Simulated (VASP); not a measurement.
# Tm (Fm-3m) in VASP: single point with PBE

Aim: the single point of Tm with PBE.

All numbers are computed with VASP 6.6.1; they aren't measurements. Logs are shortened: lines on timing, memory, paths and dates and some standing lists are left out, and cuts for length are marked.

### 1 The cell of the first run

Symmetry: Fm-3m, No. 225, cubic system. The conventional cell has a = 5.237 Å, b = 5.237 Å, c = 5.237 Å, α = 90.00°, β = 90.00°, γ = 90.00°. Tm (site symmetry m-3m) has 12 Tm at 3.70 Å within 4.9 Å.

### 2 Single point, PBE

The input, INCAR:

```
SYSTEM = Tm
ALGO = Normal
EDIFF = 1E-7
ENCUT = 520
GGA = PE
ISIF = 2
ISMEAR = -1
LASPH = .True.
LCHARG = .False.
LREAL = .False.
LWAVE = .False.
NBANDS = 18
NELM = 100
PREC = Accurate
SIGMA = 0.13605693000000002
```

The input, KPOINTS:

```
k-points
0
Gamma
  11 11 11
  0 0 0
```

The input, POSCAR:

```
Tm
1.0
    0.0000000000      2.6183368424      2.6183368424
    2.6183368424      0.0000000000      2.6183368424
    2.6183368424      2.6183368424      0.0000000000
Tm
1
Direct
    0.0000000000      0.0000000000      0.0000000000
```

Potentials or basis: VASP PAW PBE potentials, release 64 (Tm).

Launch:

```
$ cat potpaw_PBE.64/Tm/POTCAR > POTCAR
$ mpirun -np 1 vasp_std > vasp.out
```

OUTCAR:

```text
SYSTEM = Tm
   EDIFF = 1E-7
   ENCUT = 520
   GGA = PE
   ISIF = 2
   ISMEAR = -1
   LASPH = .True.
   LREAL = .False.
   NELM = 100
   PREC = Accurate

 ion  position               nearest neighbor table
   1  0.000  0.000  0.000-

  LATTYP: Found a face centered cubic cell.
 ALAT       =     5.2366736848

  Lattice vectors:

 A1 = (   0.0000000000,   2.6183368424,   2.6183368424)
 A2 = (   2.6183368424,   0.0000000000,   2.6183368424)
 A3 = (   2.6183368424,   2.6183368424,   0.0000000000)

Analysis of symmetry for initial positions (statically):
=====================================================================
 Subroutine PRICEL returns:
 Original cell was already a primitive cell.

 Routine SETGRP: Setting up the symmetry group for a
 face centered cubic supercell.

 Subroutine GETGRP returns: Found 48 space group operations
[... 9 lines left out ...]

 Routine SETGRP: Setting up the symmetry group for a
 face centered cubic supercell.

 Subroutine GETGRP returns: Found 48 space group operations
[... 11 lines left out ...]
                                     Primitive cell

  volume of cell :      35.9010

  direct lattice vectors                    reciprocal lattice vectors
     0.000000000  2.618336842  2.618336842    -0.190960915  0.190960915  0.190960915
     2.618336842  0.000000000  2.618336842     0.190960915 -0.190960915  0.190960915
     2.618336842  2.618336842  0.000000000     0.190960915  0.190960915 -0.190960915

  length of vectors
     3.702887473  3.702887473  3.702887473     0.330754008  0.330754008  0.330754008

  position of ions in fractional coordinates (direct lattice)
     0.000000000  0.000000000  0.000000000

  ion indices of the primitive-cell ions
   primitive index   ion index
                 1           1

----------------------------------------------------------------------------------------

 KPOINTS: k-points

Automatic generation of k-mesh.
 Grid dimensions read from file:
 generate k-points for:   11   11   11

 Generating k-lattice:

  Cartesian coordinates                     Fractional coordinates (reciprocal lattice)
    -0.017360083  0.017360083  0.017360083     0.090909091  0.000000000  0.000000000
     0.017360083 -0.017360083  0.017360083     0.000000000  0.090909091  0.000000000
     0.017360083  0.017360083 -0.017360083     0.000000000  0.000000000  0.090909091

  Length of vectors
     0.030068546  0.030068546  0.030068546

  Shift w.r.t. Gamma in fractional coordinates (k-lattice)
     0.000000000  0.000000000  0.000000000

 Subroutine IBZKPT returns following result:
 ===========================================

 Found     56 irreducible k-points:

 Following reciprocal coordinates:
            Coordinates               Weight
  0.000000  0.000000  0.000000      1.000000
  0.090909  0.000000  0.000000      8.000000
  0.181818  0.000000  0.000000      8.000000
  0.272727  0.000000  0.000000      8.000000
  0.363636  0.000000  0.000000      8.000000
  0.454545  0.000000  0.000000      8.000000
[... 16 lines left out ...]
 -0.272727  0.181818  0.000000     24.000000
 -0.181818  0.181818  0.000000     12.000000
 [... further k-points ...]
   k-points           NKPTS =     56   k-points in BZ     NKDIM =     56   number of bands    NBANDS=     18
   number of dos      NEDOS =    301   number of ions     NIONS =      1
   total plane-waves  NPLWV =  21952
   dimension x,y,z NGX =    28 NGY =   28 NGZ =   28
   dimension x,y,z NGXF=    56 NGYF=   56 NGZF=   56
   ions per type =               1
   NGX,Y,Z   is equivalent  to a cutoff of  12.57, 12.57, 12.57 a.u.
   NGXF,Y,Z  is equivalent  to a cutoff of  25.14, 25.14, 25.14 a.u.
 SYSTEM =  Tm
   PREC   = accura    normal or accurate (medium, high low for compatibility)
   ISTART =      0    job   : 0-new  1-cont  2-samecut
   ICHARG =      2    charge: 1-file 2-atom 10-const
   ISPIN  =      1    spin polarized calculation?
   LNONCOLLINEAR =      F non collinear calculations
   LSORBIT =      F    spin-orbit coupling
   LASPH  =      T    aspherical Exc in radial PAW
   ENCUT  =  520.0 eV  38.22 Ry    6.18 a.u.   6.88  6.88  6.88*2*pi/ulx,y,z
   NELM   =    100;   NELMIN=  2; NELMDL= -5     # of ELM steps
   EDIFF  = 0.1E-06   stopping-criterion for ELM
   LREAL  =      F    real-space projection
   EDIFFG = 0.1E-05   stopping-criterion for IOM
   NSW    =      0    number of steps for IOM
   IBRION =     -1    ionic relax: 0-MD 1-quasi-New 2-CG
   NFREE  =      0    steps in history (QN), initial steepest desc. (CG)
   ISIF   =      2    stress and relaxation
   ISYM   =      2    0-nonsym 1-usesym 2-fastsym
   POTIM  = 0.5000    time-step for ionic-motion
   TEBEG  =    0.0;   TEEND  =   0.0 temperature during run
   PSTRESS=    0.0 pullay stress
   NELECT =      23.0000    total number of electrons
   NUPDOWN=      -1.0000    fix difference up-down
   EMIN   =  10.00;   EMAX   =-10.00  energy-range for DOS
   EFERMI =   0.00;   METHOD = LEGACY
   ISMEAR =    -1;   SIGMA  =   0.14  broadening in eV -4-tet -1-fermi 0-gaus
   EFERMI_NEDOS =   21; number of points for ismear=-14 and -15
   IALGO  =     38    algorithm
   IMIX   =      4    mixing-type and parameters
     AMIX     =   0.40;   BMIX     =  1.00
     AMIX_MAG =   1.60;   BMIX_MAG =  1.00
  volume/ion in A,a.u.               =      35.90       242.27
  Fermi-wavevector in a.u.,A,eV,Ry     =   1.411287  2.666945 27.099135  1.991730
  Thomas-Fermi vector in A             =   2.533154
   LORBIT       =      0    0 simple, 1 ext, 2 COOP (PROOUT), +10 PAW based schemes
   GGA     = PE    functional components
   LHFCALC =     F    Hartree Fock is set to
   AEXX    =    0.0000 exact exchange contribution
   IVDW    =     0    specifies the selected vdW correction
   LEPSILON=     F    determine dielectric tensor
   LRPA    =     F    only Hartree local field effects (RPA)
 non-spin polarized calculation
  energy-cutoff  :      520.00
  volume of cell :       35.90
 maximum number of plane-waves:       977
   NGX = 13   NGY = 13   NGZ = 13

 number of electron      23.0000001 magnetization

 Free energy of the ion-electron system (eV)
  ---------------------------------------------------
  ext. energy  EPLUGINS =         0.00000000
  ---------------------------------------------------
  free energy    TOTEN  =        -4.10265879 eV

  energy without entropy =       -3.55004970  energy(sigma->0) =       -3.82635424

 E-fermi :   1.6941     XC(G=0):  -9.4550

 val. band max:        1.6387514776   @ k =  -0.3636   0.3636   0.0909
 cond. band min:       1.7002768804   @ k =  -0.2727   0.4545   0.1818
 fundamental gap:      0.0615254028
 Fermi energy:         1.6940865023

 k-point     1 :       0.0000    0.0000    0.0000
  band No.  band energies     occupation
      1     -48.3521      2.00000
      2     -21.5458      2.00000
      3     -21.5458      2.00000
      4     -21.5458      2.00000
      5      -3.3308      2.00000
      6       1.2286      1.93672
[... 10 lines left out ...]
     17       6.6270      0.00000
     18      11.2038      0.00000

 k-point     2 :       0.0909    0.0000    0.0000
  band No.  band energies     occupation
      1     -48.3505      2.00000
      2     -21.5772      2.00000
      3     -21.5499      2.00000
      4     -21.5499      2.00000
      5      -3.1363      2.00000
      6       1.2304      1.93591
[... 10 lines left out ...]
     17       6.5118      0.00000
     18      11.6572      0.00000

 k-point     3 :       0.1818    0.0000    0.0000
  band No.  band energies     occupation
      1     -48.3462      2.00000
      2     -21.6605      2.00000
      3     -21.5609      2.00000
      4     -21.5609      2.00000
      5      -2.5818      2.00000
      6       1.2368      1.93293
[... 10 lines left out ...]
     17       6.3927      0.00000
     18      11.6004      0.00000

 k-point     4 :       0.2727    0.0000    0.0000
  band No.  band energies     occupation
      1     -48.3405      2.00000
      2     -21.7670      2.00000
      3     -21.5753      2.00000
      4     -21.5753      2.00000
      5      -1.7598      2.00000
      6       1.2491      1.92681
[... 10 lines left out ...]
     17       6.7186      0.00000
     18      10.6002      0.00000

 k-point     5 :       0.3636    0.0000    0.0000
  band No.  band energies     occupation
      1     -48.3353      2.00000
      2     -21.8626      2.00000
      3     -21.5885      2.00000
      4     -21.5885      2.00000
      5      -0.8522      2.00000
      6       1.2562      1.92304
[... 10 lines left out ...]
     17       7.4406      0.00000
     18       9.8484      0.00000

 k-point     6 :       0.4545    0.0000    0.0000
  band No.  band energies     occupation
      1     -48.3322      2.00000
      2     -21.9184      2.00000
      3     -21.5963      2.00000
      4     -21.5963      2.00000
      5      -0.1869      2.00000
      6       1.2458      1.92851
[... 10 lines left out ...]
     17       8.0910      0.00000
     18       9.3839      0.00000

 k-point     7 :       0.0909    0.0909    0.0000
  band No.  band energies     occupation
      1     -48.3499      2.00000
      2     -21.5765      2.00000
      3     -21.5568      2.00000
      4     -21.5568      2.00000
      5      -3.0716      2.00000
      6       1.2310      1.93563
[... 10 lines left out ...]
     17       6.7335      0.00000
     18      11.8257      0.00000

 k-point     8 :       0.1818    0.0909    0.0000
  band No.  band energies     occupation
      1     -48.3465      2.00000
      2     -21.6384      2.00000
      3     -21.5702      2.00000
      4     -21.5648      2.00000
      5      -2.6365      2.00000
      6       1.2360      1.93333
[... 10 lines left out ...]
     17       6.7961      0.00000
     18      12.3212      0.00000
[... 229 lines left out ...]
     17       7.8083      0.00000
     18      10.8898      0.00000

 k-point    20 :       0.4545    0.1818    0.0000
  band No.  band energies     occupation
      1     -48.3310      2.00000
      2     -21.8645      2.00000
      3     -21.6508      2.00000
      4     -21.6237      2.00000
      5      -0.0016      1.99999
      6       1.2602      1.92084
[... 10 lines left out ...]
     17       8.2787      0.00000
     18       9.4056      0.00000

 k-point    21 :      -0.4545    0.1818    0.0000
  band No.  band energies     occupation
      1     -48.3293      2.00000
      2     -21.8882      2.00000
      3     -21.6719      2.00000
      4     -21.6192      2.00000
      5       0.5601      1.99952
      6       1.2435      1.92966
[... 10 lines left out ...]
     17       8.0648      0.00000
     18       9.0515      0.00000

 k-point    22 :      -0.3636    0.1818    0.0000
  band No.  band energies     occupation
      1     -48.3303      2.00000
      2     -21.8701      2.00000
      3     -21.6798      2.00000
      4     -21.6061      2.00000
      5       0.2803      1.99994
      6       1.2489      1.92692
[... 10 lines left out ...]
     17       8.3469      0.00000
     18       9.5169      0.00000

 k-point    23 :      -0.2727    0.1818    0.0000
  band No.  band energies     occupation
      1     -48.3338      2.00000
      2     -21.8196      2.00000
      3     -21.6678      2.00000
      4     -21.5884      2.00000
      5      -0.5559      2.00000
      6       1.2649      1.91818
[... 10 lines left out ...]
     17       8.4034      0.00000
     18      10.3104      0.00000

 k-point    24 :      -0.1818    0.1818    0.0000
  band No.  band energies     occupation
      1     -48.3386      2.00000
      2     -21.7572      2.00000
      3     -21.6342      2.00000
      4     -21.5718      2.00000
      5      -1.4557      2.00000
      6       1.2551      1.92363
[... 10 lines left out ...]
     17       7.6484      0.00000
     18      11.4492      0.00000

 [... further k-points ...]
[... 5 lines left out ...]
  --------------------------------------------------------------------------------------
  -------------------------------------------------------------------------------------
  Total       -0.0422878     -0.0422878     -0.0422878     -0.0000000      0.0000000     -0.0000000
  in kB       -1.8872048     -1.8872048     -1.8872048     -0.0000000      0.0000000     -0.0000000
  external PRESSURE =      -1.8872048 kB  Pullay stress =       0.0000000 kB

 VOLUME and BASIS-vectors are now :
 -----------------------------------------------------------------------------
  energy-cutoff  :      520.00
  volume of cell :       35.90
      direct lattice vectors                 reciprocal lattice vectors
     0.000000000  2.618336842  2.618336842    -0.190960915  0.190960915  0.190960915
     2.618336842  0.000000000  2.618336842     0.190960915 -0.190960915  0.190960915
     2.618336842  2.618336842  0.000000000     0.190960915  0.190960915 -0.190960915

 POSITION                                       TOTAL-FORCE (eV/Angst)
 -----------------------------------------------------------------------------------
      0.00000      0.00000      0.00000         0.000000      0.000000      0.000000
 -----------------------------------------------------------------------------------
    total drift:                               -0.000000     -0.000000     -0.000000

  FREE ENERGIE OF THE ION-ELECTRON SYSTEM (eV)
  ---------------------------------------------------
  free  energy   TOTEN  =        -4.1026587852 eV

  energy  without entropy=       -3.5500496975  energy(sigma->0) =       -3.82635424
```

Run time: 50 s. Hardware: 1 thread of Intel Xeon 6975P-C, shared host; peak memory 0.19 GiB.

What came out:

```
Free energy : -4.1027 eV
Pressure    : -0.2 GPa
```

Levels at points of the mesh, in eV from the Fermi level:
```csv
k point,band 10,band 11,band 12,band 13,band 14,band 15
"(0.00, 0.00, 0.00)",-0.27,-0.27,-0.27,2.80,2.80,2.80
```

Caveat: spin-orbit coupling is left out, which moves the levels of the heavy elements. Spin polarisation is off, so any magnetic state and its effect on volume and gap are missing.
